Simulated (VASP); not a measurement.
**Ti: single point with r2SCAN**

Crystal: Ti.

```
Ti
1.0
     2.79725    0.00000    0.00000
    -1.39862    2.42249    0.00000
     0.00000    0.00000    4.86510
Ti
2
Cartesian
  0.0000 1.6150 1.2163
  1.3986 0.8075 3.6488
```

This cell differs from its parent crystal: functional r2SCAN, strained.

```json
{
 "Program": "VASP 6.6.1",
 "Task": "single point",
 "Functional": "r2SCAN",
 "Potentials or basis": "VASP PAW PBE potentials, release 64 (Ti_sv)",
 "Cutoff": "520 eV",
 "k mesh": "18 × 18 × 10",
 "Occupations": "gaussian, width 0.1 eV",
 "Spin": "no spin polarisation"
}
```

| Quantity | Value |
| --- | --- |
| Pressure | 6.6 GPa |
| Band gap on the k mesh | zero (band 12 reaches 9.34 eV, above the bottom of band 13 at 8.59 eV) |

Stress tensor (GPa, compression positive):
```
10.85  0.00  0.00
 0.00 10.85  0.00
 0.00  0.00 -2.02
```

Levels at points of the mesh, in eV from the Fermi level:
| k point | band 10 | band 11 | band 12 | band 13 | band 14 | band 15 |
| --- | --- | --- | --- | --- | --- | --- |
| (0.00, 0.00, 0.00) | -3.03 | -0.17 | 0.39 | 1.04 | 1.04 | 1.44 |
| (0.50, 0.00, 0.00) | -2.39 | -2.18 | -0.35 | 0.37 | 1.01 | 1.17 |
| (0.00, 0.00, 0.50) | -4.92 | -0.34 | -0.34 | 1.06 | 1.06 | 1.06 |
| (0.50, 0.00, 0.50) | -2.81 | -1.12 | -1.12 | 1.55 | 1.55 | 2.33 |

It took 6 min on 1 thread of Intel Xeon 6975P-C (shared host), peak memory 0.24 GiB.

Caveat: the cell differs from its parent crystal (functional r2SCAN, strained); the PAW data sets were made with another functional, which shifts forces and pressure a little.
